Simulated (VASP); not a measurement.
Write the native input for VASP 6.6.1 that does the following.

- Task: single point
- Functional: PBEsol
- Potentials or basis: VASP PAW PBE potentials, release 64 (Mn_pv, S)
- Cutoff: 520 eV
- k mesh: 16 × 16 × 16
- Occupations: gaussian, width 0.15 eV
- Spin: collinear spin, ferromagnetic start
- Starting moments: [1.75, 0.0] μB
- Fixed moment: 1.75 μB
- Dipole correction: no
- Further INCAR settings: ALGO = Normal; EDIFF = 1e-06; NBANDS = 20

The structure of MnS lies in POSCAR:

```
MnS
1.0
    0.0000000000      2.6540935901      2.6540935901
    2.6540935901      0.0000000000      2.6540935901
    2.6540935901      2.6540935901      0.0000000000
Mn S
1 1
Direct
    0.0000000000      0.0000000000      0.0000000000
    0.7500000000      0.7500000000      0.7500000000
```

The input as run:

INCAR

```
PREC = Accurate
ENCUT = 520
EDIFF = 1E-6
ISMEAR = 0
SIGMA = 0.15
LREAL = False
LASPH = True
NELM = 150
ALGO = Normal
ISIF = 2
LWAVE = False
LCHARG = False
ISPIN = 2
MAGMOM = 1.75 0
LORBIT = 11
NUPDOWN = 1.75
LMAXMIX = 4
GGA = PS
NBANDS = 20
```

KPOINTS

```
regular mesh
0
Gamma
  16 16 16
```

Potentials or basis: VASP PAW PBE potentials, release 64 (Mn_pv, S).

Run with:

```sh
$ cat potpaw_PBE.64/Mn_pv/POTCAR potpaw_PBE.64/S/POTCAR > POTCAR
$ mpirun -np 1 vasp_std > vasp.out
```

Results of the run:

The pressure is -15.7 GPa, the net moment is 1.75 μB per cell and the site moments are Mn +1.77; S -0.08 μB. The valence electrons inside the program's atomic spheres are Mn 11.66; S 3.65.

Caveat: the cell stands under tension; the PAW data sets were made with another functional, which shifts forces and pressure a little; the total moment is fixed, so each spin has its own Fermi level and the state may be an excited one; a cell with one magnetic atom can't hold antiferromagnetic order, which such compounds often take.

It took 6.4 min on 1 thread of Intel Xeon 8259CL, on a shared host, peak memory 0.29 GiB.
